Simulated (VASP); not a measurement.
A run of VASP 6.6.1 is set up as follows.

The input INCAR:

```
SYSTEM = In
PREC     = Accurate       ! precision mode
ENCUT    = 520            ! plane-wave cutoff, eV
EDIFF    = 1E-7           ! SCF threshold, eV
ISMEAR   = -1             ! smearing method
SIGMA    = 0.05           ! smearing width, eV
LREAL    = .False.        ! projectors in reciprocal space
LASPH    = .True.         ! aspherical terms in the spheres
NELM     = 80             ! most SCF steps
ALGO     = Normal         ! electronic algorithm
ISIF     = 2              ! what is computed and relaxed
LWAVE    = .False.        ! write WAVECAR
LCHARG   = .True.         ! write CHGCAR
GGA      = PS             ! functional
LELF     = .True.         ! ELF
LVHAR    = .True.       
NBANDS   = 20             ! bands
```

KPOINTS

```
Automatic mesh
0
Gamma
  9 9 5
  0 0 0
```

POSCAR

```
In
1.0
    3.2160248788      0.0000000000      0.0000000000
   -1.6080124394      2.7851592443      0.0000000000
    0.0000000000      0.0000000000      5.2276177555
In
2
Direct
    0.6666666667      0.3333333333      0.7500000000
    0.3333333333      0.6666666667      0.2500000000
```

Potentials or basis: VASP PAW PBE potentials, release 64 (In_d).

Command:

```sh
$ cat potpaw_PBE.64/In_d/POTCAR > POTCAR
$ mpirun -np 1 vasp_std > vasp.out
```

(1) Predict the band gap on the k mesh.

(2) Estimate the pressure.

Results:

(1) zero (band 13 reaches 11.29 eV, above the bottom of band 14 at 6.58 eV).

(2) 5.0 GPa.

Caveat: the PAW data sets were made with another functional, which shifts forces and pressure a little; spin-orbit coupling is left out, which moves the levels of the heavy elements.
